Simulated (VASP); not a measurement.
# Al3GaN4 (Cmm2) in VASP: notebook, part 2 of 2

VASP 6.6.1. Earlier steps stand in the parts before.

### Step 4. Single point, r2SCAN (the distance across one plane changed)

POSCAR reads:

```
Al3GaN4
1.0
    0.0000000000     -4.4012372922      0.0000000000
    0.0000000000      0.0000000000     -4.4012372922
   11.8024745843      0.0000000000      0.0000000000
Al Ga N
6 2 8
Direct
    0.5000000000      1.0000000000      0.7002466583
    0.5000000000      1.0000000000      0.3273386498
    1.0000000000      0.5000000000      0.7002466583
    1.0000000000      0.5000000000      0.3273386498
    0.5000000000      0.5000000000      0.1408846456
    0.5000000000      0.5000000000      0.5137926541
    1.0000000000      1.0000000000      0.1408846456
    1.0000000000      1.0000000000      0.5137926541
    0.2555418398      0.7444581602      0.0455910470
    0.2555418398      0.7444581602      0.4184990555
    0.7444581602      0.2555418398      0.0455910470
    0.7444581602      0.2555418398      0.4184990555
    0.2555418398      0.2555418398      0.6090862526
    0.2555418398      0.2555418398      0.2361782442
    0.7444581602      0.7444581602      0.6090862526
    0.7444581602      0.7444581602      0.2361782442
```

INCAR.step1 reads:

```
SYSTEM = Al3GaN4
PREC = Accurate
ENCUT = 520
ISMEAR = 0
SIGMA = 0.05
LREAL = Auto
LASPH = .TRUE.
NELM = 100
NBANDS = 56
GGA = PE
ALGO = Normal
EDIFF = 1E-4
LWAVE = .TRUE.
LCHARG = .FALSE.
```

INCAR.step2 reads:

```
SYSTEM = Al3GaN4
PREC = Accurate
ENCUT = 520
EDIFF = 1E-6
ISMEAR = 0
SIGMA = 0.05
LREAL = Auto
LASPH = .TRUE.
NELM = 100
ALGO = Normal
ISIF = 2
LWAVE = .FALSE.
LCHARG = .TRUE.
METAGGA = R2SCAN
LMIXTAU = .TRUE.
LELF = .TRUE.
LVHAR = .TRUE.
NBANDS = 56
ISTART = 1
```

KPOINTS reads:

```
Automatic mesh
0
G
  5 5 3
  0 0 0
```

Potentials or basis: VASP PAW PBE potentials, release 64 (Al, Ga_d, N).

Launch:

```
$ cat potpaw_PBE.64/Al/POTCAR potpaw_PBE.64/Ga_d/POTCAR potpaw_PBE.64/N/POTCAR > POTCAR
$ cp INCAR.step1 INCAR
$ mpirun -np 1 vasp_std > vasp.out
$ cp INCAR.step2 INCAR
$ mpirun -np 1 vasp_std > vasp.out
```

OUTCAR:

```text
SYSTEM = Al3GaN4
   PREC = Accurate
   ENCUT = 520
   EDIFF = 1E-6
   ISMEAR = 0
   LREAL = Auto
   LASPH = .TRUE.
   NELM = 100
   ISIF = 2
   METAGGA = R2SCAN
   ISTART = 1

 ion  position               nearest neighbor table
   1  0.500  0.000  0.700-  13 1.89  15 1.89   6 3.11   8 3.11   6 3.11   8 3.11   3 3.11   3 3.11
                             3 3.11   3 3.11
   2  0.500  0.000  0.327-  14 1.89  16 1.89  10 1.89  12 1.89   5 3.11   7 3.11   5 3.11   7 3.11
                             4 3.11   4 3.11   4 3.11   4 3.11   6 3.11   8 3.11   8 3.11   6 3.11
   3  0.000  0.500  0.700-  13 1.89  15 1.89   6 3.11   8 3.11   8 3.11   6 3.11   1 3.11   1 3.11
                             1 3.11   1 3.11
   4  0.000  0.500  0.327-  14 1.89  16 1.89  10 1.89  12 1.89   5 3.11   7 3.11   7 3.11   5 3.11
                             2 3.11   2 3.11   2 3.11   2 3.11   6 3.11   8 3.11   6 3.11   8 3.11
   5  0.500  0.500  0.141-  14 1.89  16 1.89   9 1.89  11 1.89   2 3.11   4 3.11   2 3.11   4 3.11
                             7 3.11   7 3.11   7 3.11   7 3.11
   6  0.500  0.500  0.514-  13 1.89  15 1.89  10 1.89  12 1.89   1 3.11   3 3.11   1 3.11   3 3.11
                             8 3.11   8 3.11   8 3.11   8 3.11   4 3.11   4 3.11   2 3.11   2 3.11
   7  0.000  0.000  0.141-  14 1.95  16 1.95   9 1.95  11 1.95   2 3.11   4 3.11   4 3.11   2 3.11
[... 1248 lines left out ...]
     53      10.8843      0.00000
     54      11.2683      0.00000
 [bands above 54 left out]

------------------------ aborting loop because EDIFF is reached ----------------------------------------

  FORCE on cell =-STRESS in cart. coord.  units (eV):
  Direction    XX          YY          ZZ          XY          YZ          ZX
  --------------------------------------------------------------------------------------
  -------------------------------------------------------------------------------------
  Total       -3.8296602     -1.8634668     -1.8634668      0.0000000     -1.7812185      0.0000000
  in kB      -26.8378787    -13.0589905    -13.0589905      0.0000000    -12.4826025      0.0000000
  external PRESSURE =     -17.6519532 kB  Pullay stress =       0.0000000 kB

 VOLUME and BASIS-vectors are now :
 -----------------------------------------------------------------------------
  energy-cutoff  :      520.00
  volume of cell :      228.62
      direct lattice vectors                 reciprocal lattice vectors
     0.000000000 -4.401237292  0.000000000     0.000000000 -0.227208836  0.000000000
     0.000000000  0.000000000 -4.401237292     0.000000000  0.000000000 -0.227208836
    11.802474584  0.000000000  0.000000000     0.084727994  0.000000000  0.000000000

 POSITION                                       TOTAL-FORCE (eV/Angst)
 -----------------------------------------------------------------------------------
      8.26464     -2.20062      0.00000         0.360441      0.000000      0.000000
      3.86341     -2.20062      0.00000        -0.977348      0.000000      0.000000
      8.26464      0.00000     -2.20062         0.360441      0.000000      0.000000
      3.86341      0.00000     -2.20062        -0.977348      0.000000      0.000000
      1.66279     -2.20062     -2.20062        -1.613737      0.000000      0.000000
      6.06402     -2.20062     -2.20062        -0.796456      0.000000      0.000000
[... 8 lines left out ...]
      7.18873     -3.27654     -3.27654         0.316553      0.163246      0.163246
      2.78749     -3.27654     -3.27654         1.048548      0.098575      0.098575
 -----------------------------------------------------------------------------------
    total drift:                                0.001717      0.000000      0.000000

  FREE ENERGIE OF THE ION-ELECTRON SYSTEM (eV)
  ---------------------------------------------------
  free  energy   TOTEN  =      -144.4974977897 eV

  energy  without entropy=     -144.4866187994  energy(sigma->0) =     -144.49205829
```

It took 43 min on 1 thread of Intel Xeon 8259CL, shared host; peak memory 0.44 GiB.

What came out:

```
Free energy            : -144.4975 eV
Pressure               : -1.8 GPa
Largest force          : 2.153 eV/Å
Band gap on the k mesh : zero (bands 42 and 43 overlap by 0.05 eV)
```

Forces on the atoms (eV/Å):
```
Al   0.360  0.000  0.000
Al  -0.977  0.000  0.000
Al   0.360  0.000  0.000
Al  -0.977  0.000  0.000
Al  -1.614  0.000  0.000
Al  -0.796  0.000  0.000
Ga  -2.153  0.000  0.000
Ga  -0.834  0.000  0.000
N    1.177  0.166 -0.166
N    0.773 -0.042  0.042
N    1.177 -0.166  0.166
N    0.773  0.042 -0.042
N    0.317 -0.163 -0.163
N    1.049 -0.099 -0.099
N    0.317  0.163  0.163
N    1.049  0.099  0.099
```

Caveat: the cell differs from its parent crystal (the distance across one plane changed); semilocal functionals underestimate gaps, and a narrow one can read as zero; the PAW data sets were made with another functional, which shifts forces and pressure a little.

### Step 5. Single point, r2SCAN (the distance across one plane changed)

POSCAR reads:

```
Al3GaN4
1.0
    0.0000000000     -4.4012372922      0.0000000000
    0.0000000000      0.0000000000     -4.4012372922
   13.3024745843      0.0000000000      0.0000000000
Al Ga N
6 2 8
Direct
    0.5000000000      1.0000000000      0.6212861626
    0.5000000000      1.0000000000      0.2904276246
    1.0000000000      0.5000000000      0.6212861626
    1.0000000000      0.5000000000      0.2904276246
    0.5000000000      0.5000000000      0.1249983556
    0.5000000000      0.5000000000      0.4558568936
    1.0000000000      1.0000000000      0.1249983556
    1.0000000000      1.0000000000      0.4558568936
    0.2555418398      0.7444581602      0.0404501561
    0.2555418398      0.7444581602      0.3713086941
    0.7444581602      0.2555418398      0.0404501561
    0.7444581602      0.2555418398      0.3713086941
    0.2555418398      0.2555418398      0.5404050931
    0.2555418398      0.2555418398      0.2095465551
    0.7444581602      0.7444581602      0.5404050931
    0.7444581602      0.7444581602      0.2095465551
```

INCAR.step1 reads:

```
PREC     = Accurate       # precision mode
ENCUT    = 520            # plane-wave cutoff, eV
ISMEAR   = 0              # smearing method
SIGMA    = 0.05           # smearing width, eV
LREAL    = Auto         
LASPH    = True           # aspherical terms in the spheres
NELM     = 100            # most SCF steps
NBANDS   = 56             # bands
GGA      = PE             # functional
ALGO     = Normal         # electronic algorithm
EDIFF    = 1E-4           # SCF threshold, eV
LWAVE    = True           # write WAVECAR
LCHARG   = False          # write CHGCAR
```

INCAR.step2 reads:

```
PREC     = Accurate       # precision mode
ENCUT    = 520            # plane-wave cutoff, eV
EDIFF    = 1E-7           # SCF threshold, eV
ISMEAR   = 0              # smearing method
SIGMA    = 0.05           # smearing width, eV
LREAL    = Auto         
LASPH    = True           # aspherical terms in the spheres
NELM     = 100            # most SCF steps
ALGO     = Normal         # electronic algorithm
ISIF     = 2              # what is computed and relaxed
LWAVE    = False          # write WAVECAR
LCHARG   = False          # write CHGCAR
METAGGA  = R2SCAN         # meta-GGA
LMIXTAU  = True         
NBANDS   = 56             # bands
ISTART   = 1
```

KPOINTS reads:

```
Automatic mesh
0
Gamma
  5 5 3
```

Launch:

```
$ cat potpaw_PBE.64/Al/POTCAR potpaw_PBE.64/Ga_d/POTCAR potpaw_PBE.64/N/POTCAR > POTCAR
$ cp INCAR.step1 INCAR
$ mpirun -np 1 vasp_std > vasp.out
$ cp INCAR.step2 INCAR
$ mpirun -np 1 vasp_std > vasp.out
```

Wall time 65 min (1 thread of Intel Xeon 8259CL, shared host); peak memory 0.48 GiB.

It converged, with:

| Property | Result |
| --- | --- |
| Free energy | -144.2001 eV |
| Pressure | -1.3 GPa |
| Largest force | 2.138 eV/Å |
| Band gap on the k mesh | zero (bands 42 and 43 overlap by 0.02 eV) |

Forces in eV/Å, atoms in the order of the input:
```
Al   0.291  0.000  0.000
Al  -0.965  0.000  0.000
Al   0.291  0.000  0.000
Al  -0.965  0.000  0.000
Al  -1.551  0.000  0.000
Al  -0.773  0.000  0.000
Ga  -2.138  0.000  0.000
Ga  -0.796  0.000  0.000
N    1.369  0.168 -0.168
N    0.746 -0.042  0.042
N    1.369 -0.168  0.168
N    0.746  0.042 -0.042
N    0.185 -0.192 -0.192
N    1.004 -0.110 -0.110
N    0.185  0.192  0.192
N    1.004  0.110  0.110
```

Stress tensor (GPa, compression positive):
```
-1.54  0.00  0.00
 0.00 -1.19 -1.08
 0.00 -1.08 -1.19
```

Levels at points of the mesh, in eV from the Fermi level:
```
           k point  band 40  band 41  band 42  band 43  band 44  band 45
(0.00, 0.00, 0.00)    -0.57    -0.42    -0.12     0.03     1.08     2.09
```

Caveat: the cell differs from its parent crystal (the distance across one plane changed); semilocal functionals underestimate gaps, and a narrow one can read as zero; the PAW data sets were made with another functional, which shifts forces and pressure a little.

### Step 6. The runs side by side

| cell | gap on the mesh (eV) | pressure (GPa) | largest force (eV/Å) |
| --- | --- | --- | --- |
| a = 4.401, b = 4.401, c = 14.802 Å, 16 atoms | none | -1.2 | 2.20 |
| a = 4.401, b = 4.401, c = 10.802 Å, 16 atoms | none | -3.1 | 2.21 |
| a = 4.401, b = 4.401, c = 11.802 Å, 16 atoms | none | -1.8 | 2.15 |
| a = 4.401, b = 4.401, c = 13.302 Å, 16 atoms | none | -1.3 | 2.14 |

Alike in all rows: task single point; level r2SCAN; potentials or basis VASP PAW PBE potentials, release 64 (Al, Ga_d, N); no spin polarisation; k mesh 5 × 5 × 3; cutoff (eV) 520; smearing gaussian 0.05 eV.

Caveats: semilocal functionals underestimate gaps, and a narrow one can read as zero; the PAW data sets were made with another functional, which shifts forces and pressure a little; the stress differs along the axes, from -8 to -1 GPa (at least some runs).

Absolute energies hang on the potentials; compare differences alone.
